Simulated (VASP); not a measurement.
Write the native input for VASP 6.6.1 that does the following.

- Task: single point
- Functional: LDA
- Potentials or basis: VASP PAW LDA potentials, release 64 (Li_sv, H)
- Cutoff: 520 eV
- k mesh: 10 × 10 × 10
- Occupations: methfessel-paxton, width 0.35 eV
- Spin: no spin polarisation
- Dipole correction: no
- Further INCAR settings: ALGO = Normal; EDIFF = 1e-06; NBANDS = 9

The structure of LiH lies in POSCAR:

```
LiH
1.0
    0.0000000000      2.0086193919      2.0086193919
    2.0086193919      0.0000000000      2.0086193919
    2.0086193919      2.0086193919      0.0000000000
Li H
1 1
Direct
    0.0000000000      0.0000000000      0.0000000000
    0.5000000000      0.5000000000      0.5000000000
```

One way to write it, as run:

INCAR

```
SYSTEM = LiH
ALGO = Normal
EDIFF = 1E-6
ENCUT = 520
ISIF = 2
ISMEAR = 1
LASPH = .TRUE.
LCHARG = .FALSE.
LREAL = .FALSE.
LWAVE = .FALSE.
NBANDS = 9
NELM = 80
PREC = Accurate
SIGMA = 0.35
```

KPOINTS

```
k-points
0
G
  10 10 10
  0 0 0
```

Potentials or basis: VASP PAW LDA potentials, release 64 (Li_sv, H).

Launch:

```sh
$ cat potpaw_LDA.64/Li_sv/POTCAR potpaw_LDA.64/H/POTCAR > POTCAR
$ mpirun -np 1 vasp_std > vasp.out
```

It gave:

```
Band gap on the k mesh : 2.61 eV, direct
```

Run time: 6.5 s on 1 thread of AMD EPYC 7R43 64-Core Processor (Zen 3) (shared host), peak memory 0.08 GiB.
